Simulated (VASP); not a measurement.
Runs of VASP 6.6.1 on SiC3. The structure is that of space group P-6m2 (No. 187), or close to it. The cells are those of the table. 

| spin | cell | k mesh | gap on the mesh (eV) | pressure (GPa) | moment (μB) | largest force (eV/Å) |
| --- | --- | --- | --- | --- | --- | --- |
| off | a = 3.241, b = 3.241, c = 4.951 Å, angles 90.0, 90.0, 120.0°, 4 atoms | 6 × 6 × 4 | none | 55.3 | - | 25.15 |
| off | a = 2.515, b = 2.515, c = 5.908 Å, angles 90.0, 90.0, 120.0°, 4 atoms | 6 × 6 × 4 | none | 0.2 | - | 0.02 |
| collinear, ferromagnetic start | a = 3.241, b = 3.241, c = 4.951 Å, angles 90.0, 90.0, 120.0°, 4 atoms | 6 × 6 × 4 | none | 55.3 | 0.00 | 25.15 |
| off | a = 2.519, b = 2.519, c = 5.860 Å, angles 90.0, 90.0, 120.0°, 4 atoms | 24 × 24 × 8 | none | (a) | - | 0.03 |
| collinear, ferromagnetic start | a = 2.515, b = 2.515, c = 5.908 Å, angles 90.0, 90.0, 120.0°, 4 atoms | 6 × 6 × 4 | none | 0.2 | 0.00 | 0.02 |

Alike in all rows: task single point; level PBE; potentials or basis VASP PAW PBE potentials, release 64 (Si, C); cutoff (eV) 520; smearing gaussian 0.1 eV.

Question: Estimate the missing entries.

Answer: (a) 0.0.

Caveats: some runs use coarse meshes; forces of over 1 eV/Å act on the atoms, so gaps and moduli don't describe the material at rest (some runs).

A gap of «none» marks levels without a gap at the run's occupations.
